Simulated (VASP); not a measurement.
# Li (C2/c) in VASP: notebook, part 2 of 2

VASP 6.6.1. Earlier steps stand in the parts before.

## (5) Single point, LDA

This run uses another cell than the first one, of 18.98 Å³/atom, 0.962 times its volume.

Contents of INCAR:

```
SYSTEM = Li
ALGO = Normal
EDIFF = 1E-6
ENCUT = 520
GGA = CA
ISIF = 2
ISMEAR = -1
ISYM = 0
LASPH = .TRUE.
LCHARG = .FALSE.
LREAL = .FALSE.
LWAVE = .FALSE.
NBANDS = 10
NELM = 100
PREC = Accurate
SIGMA = 0.1
```

Contents of KPOINTS:

```
k-points
0
G
  12 12 8
  0 0 0
```

Contents of POSCAR:

```
Li
1.0
   -2.0095005163      1.6540672841      1.4808605847
    1.6540672841     -2.0095005163      1.4808605847
    3.7549708579      3.7549708579     -2.1318372004
Li
2
Direct
    0.9575235877      0.0424764123      1.0000000000
    0.7924764123      0.2075235877      0.5000000000
```

Potentials or basis: VASP PAW LDA potentials, release 64 (Li_sv).

The run is started by

```sh
$ cat potpaw_LDA.64/Li_sv/POTCAR > POTCAR
$ mpirun -np 1 vasp_std > vasp.out
```

OUTCAR:

```text
SYSTEM = Li
   EDIFF = 1E-6
   ENCUT = 520
   GGA = CA
   ISIF = 2
   ISMEAR = -1
   ISYM = 0
   LASPH = .TRUE.
   LREAL = .FALSE.
   NELM = 100
   PREC = Accurate

 ion  position               nearest neighbor table
   1  0.958  0.042  0.000-
   2  0.792  0.208  0.500-

IMPORTANT INFORMATION: All symmetrisations will be switched off!
NOSYMM: (Re-)initialisation of all symmetry stuff for point group C_1.

----------------------------------------------------------------------------------------

                                     Primitive cell

  volume of cell :      37.9672

  direct lattice vectors                    reciprocal lattice vectors
    -2.009500516  1.654067284  1.480860585    -0.033625345  0.239332616  0.362328234
     1.654067284 -2.009500516  1.480860585     0.239332616 -0.033625345  0.362328234
     3.754970858  3.754970858 -2.131837200     0.142892614  0.142892614  0.034296803

  length of vectors
     2.994491439  2.994491439  5.722267220     0.435537041  0.435537041  0.204970409

  position of ions in fractional coordinates (direct lattice)
     0.957523588  0.042476412  0.000000000
     0.792476412  0.207523588  0.500000000

  ion indices of the primitive-cell ions
   primitive index   ion index
                 1           1
                 2           2

----------------------------------------------------------------------------------------

 KPOINTS: k-points

Automatic generation of k-mesh.
 Grid dimensions read from file:
 generate k-points for:   12   12    8

 Generating k-lattice:

  Cartesian coordinates                     Fractional coordinates (reciprocal lattice)
    -0.002802112  0.019944385  0.030194019     0.083333333  0.000000000  0.000000000
     0.019944385 -0.002802112  0.030194019     0.000000000  0.083333333  0.000000000
     0.017861577  0.017861577  0.004287100     0.000000000  0.000000000  0.125000000

  Length of vectors
     0.036294753  0.036294753  0.025621301

[... 73 lines left out ...]
     AMIX_MAG =   1.60;   BMIX_MAG =  1.00
  volume/ion in A,a.u.               =      18.98       128.11
  Fermi-wavevector in a.u.,A,eV,Ry     =   0.885093  1.672584 10.658669  0.783390
  Thomas-Fermi vector in A             =   2.006081
   LORBIT       =      0    0 simple, 1 ext, 2 COOP (PROOUT), +10 PAW based schemes
   GGA     = CA    functional components
   LHFCALC =     F    Hartree Fock is set to
   AEXX    =    0.0000 exact exchange contribution
   IVDW    =     0    specifies the selected vdW correction
   LEPSILON=     F    determine dielectric tensor
   LRPA    =     F    only Hartree local field effects (RPA)
 non-spin polarized calculation
  energy-cutoff  :      520.00
  volume of cell :       37.97
 maximum number of plane-waves:      1045
 NGX is ok and might be reduce to    24
   NGX = 11   NGY = 11   NGZ = 21

 number of electron       5.9999993 magnetization

 Free energy of the ion-electron system (eV)
  ---------------------------------------------------
  ext. energy  EPLUGINS =         0.00000000
  ---------------------------------------------------
  free energy    TOTEN  =        -4.10976682 eV

  energy without entropy =       -4.07898191  energy(sigma->0) =       -4.09437437

 E-fermi :   0.7756     XC(G=0):  -7.3115

 val. band max:        0.7654578185   @ k =   0.2500  -0.0000   0.5000
 cond. band min:       0.7782452347   @ k =  -0.1667   0.5000   0.0000
 fundamental gap:      0.0127874162
 Fermi energy:         0.7756354269

 k-point     1 :       0.0000    0.0000    0.0000
  band No.  band energies     occupation
      1     -44.7330      2.00000
      2     -44.7064      2.00000
      3      -2.7838      2.00000
      4       0.7529      1.11318
      5       4.0038      0.00000
      6      13.5348      0.00000
      7      13.6199      0.00000
      8      15.0414      0.00000
      9      15.0765      0.00000
     10      15.7510      0.00000
[... 287 lines left out ...]
 k-point    24 :      -0.0833    0.5000    0.0000
  band No.  band energies     occupation
      1     -44.7038      2.00000
      2     -44.7015      2.00000
      3       1.1582      0.04266
      4       1.6681      0.00027
      5       4.5988      0.00000
      6       4.9647      0.00000
      7       9.5601      0.00000
      8      10.4295      0.00000
      9      11.8059      0.00000
     10      12.4851      0.00000

 [... further k-points ...]
[... 5 lines left out ...]
  --------------------------------------------------------------------------------------
  -------------------------------------------------------------------------------------
  Total       -0.0218110     -0.0218121     -0.0245715     -0.0020849      0.0006490      0.0006534
  in kB       -0.9204010     -0.9204485     -1.0368917     -0.0879804      0.0273870      0.0275746
  external PRESSURE =      -0.9592470 kB  Pullay stress =       0.0000000 kB

 VOLUME and BASIS-vectors are now :
 -----------------------------------------------------------------------------
  energy-cutoff  :      520.00
  volume of cell :       37.97
      direct lattice vectors                 reciprocal lattice vectors
    -2.009500516  1.654067284  1.480860585    -0.033625345  0.239332616  0.362328234
     1.654067284 -2.009500516  1.480860585     0.239332616 -0.033625345  0.362328234
     3.754970858  3.754970858 -2.131837200     0.142892614  0.142892614  0.034296803

 POSITION                                       TOTAL-FORCE (eV/Angst)
 -----------------------------------------------------------------------------------
     -1.85389      1.49845      1.48086         0.000323     -0.000328     -0.000002
      0.62826      2.77128      0.41494        -0.000323      0.000328      0.000002
 -----------------------------------------------------------------------------------
    total drift:                               -0.000001      0.000002     -0.000001

  FREE ENERGIE OF THE ION-ELECTRON SYSTEM (eV)
  ---------------------------------------------------
  free  energy   TOTEN  =        -4.1097668232 eV

  energy  without entropy=       -4.0789819084  energy(sigma->0) =       -4.09437437
```

OSZICAR:

```text
N       E                     dE             d eps       ncg     rms          rms(c)
DAV:   1     0.128340870800E+02    0.12834E+02   -0.24441E+03 11600   0.543E+02
DAV:   2    -0.219079823811E+01   -0.15025E+02   -0.14650E+02 15160   0.995E+01
DAV:   3    -0.406956982521E+01   -0.18788E+01   -0.18632E+01 18460   0.272E+01
DAV:   4    -0.411196154482E+01   -0.42392E-01   -0.42303E-01 15320   0.424E+00
DAV:   5    -0.411242371091E+01   -0.46217E-03   -0.46213E-03 15474   0.413E-01    0.283E-01
DAV:   6    -0.411061114233E+01    0.18126E-02   -0.89639E-04 21802   0.139E-01    0.164E-01
DAV:   7    -0.410975994757E+01    0.85119E-03   -0.18178E-03 22546   0.198E-01    0.448E-02
DAV:   8    -0.410976640613E+01   -0.64586E-05   -0.31163E-05 13242   0.575E-02    0.212E-03
DAV:   9    -0.410976682319E+01   -0.41706E-06   -0.15815E-06 13566   0.110E-02
   1 F= -.41097668E+01 E0= -.40943744E+01  d E =-.307849E-01
```

stdout:

```text
POSCAR found type information on POSCAR Li
 POSCAR found :  1 types and       2 ions
 scaLAPACK will be used
 LDA part: xc-table for (Slater(with rela. corr.)+CA(PZ))
 , standard interpolation
 POSCAR, INCAR and KPOINTS ok, starting setup
 FFT: planning ... GRIDC
 FFT: planning ... GRID_SOFT
 FFT: planning ... GRID
 WAVECAR not read
 entering main loop
```

Wall time 3 min (1 thread of Oxide Virtual Turin-like, shared host); peak memory 0.24 GiB.

Results:

```yaml
Free_energy: -4.1098 eV
Band_gap_on_the_k_mesh: zero (band 3 reaches 2.98 eV, above the bottom of band 4 at -1.66 eV)
```

Levels at points of the mesh, in eV from the Fermi level:
```tsv
k point	band 1	band 2	band 3	band 4	band 5	band 6
(0.00, 0.00, 0.00)	-45.51	-45.48	-3.56	-0.02	3.23	12.76
(0.50, 0.00, 0.00)	-45.48	-45.48	0.66	0.68	3.74	3.77
(0.00, 0.50, 0.00)	-45.48	-45.48	0.66	0.68	3.74	3.77
(0.50, 0.50, 0.00)	-45.48	-45.47	-0.09	1.16	4.85	6.13
(0.00, 0.00, 0.50)	-45.50	-45.50	-2.44	-2.44	8.38	8.38
(0.50, 0.00, 0.50)	-45.48	-45.47	-0.10	1.11	4.83	6.08
(0.00, 0.50, 0.50)	-45.48	-45.47	-0.10	1.11	4.83	6.08
(0.50, 0.50, 0.50)	-45.48	-45.48	0.70	0.70	3.77	3.77
```

Caveat: the cutoff is under 1.25 times the usual one of these potentials, so pressure, stress and relaxed cells hold a basis-set (Pulay) error.

## (6) Overview

```tsv
cell	k mesh	gap on the mesh (eV)
a = 3.034, b = 3.034, c = 5.798 Å, angles 105.2, 105.2, 119.8°, 2 atoms	15 × 15 × 7	none
a = 3.072, b = 3.072, c = 5.871 Å, angles 105.2, 105.2, 119.8°, 2 atoms	15 × 15 × 7	none
a = 3.110, b = 3.110, c = 5.943 Å, angles 105.2, 105.2, 119.8°, 2 atoms	15 × 15 × 7	none
a = 2.994, b = 2.994, c = 5.722 Å, angles 105.2, 105.2, 119.8°, 2 atoms	12 × 12 × 8	none
```

Alike in all rows: task single point; level LDA; potentials or basis VASP PAW LDA potentials, release 64 (Li_sv); no spin polarisation; cutoff (eV) 520; smearing fermi-dirac 0.1 eV.

Caveats: the cutoff is under 1.25 times the usual one of these potentials, so pressure, stress and relaxed cells hold a basis-set (Pulay) error.

Absolute energies hang on the potentials; compare differences alone.
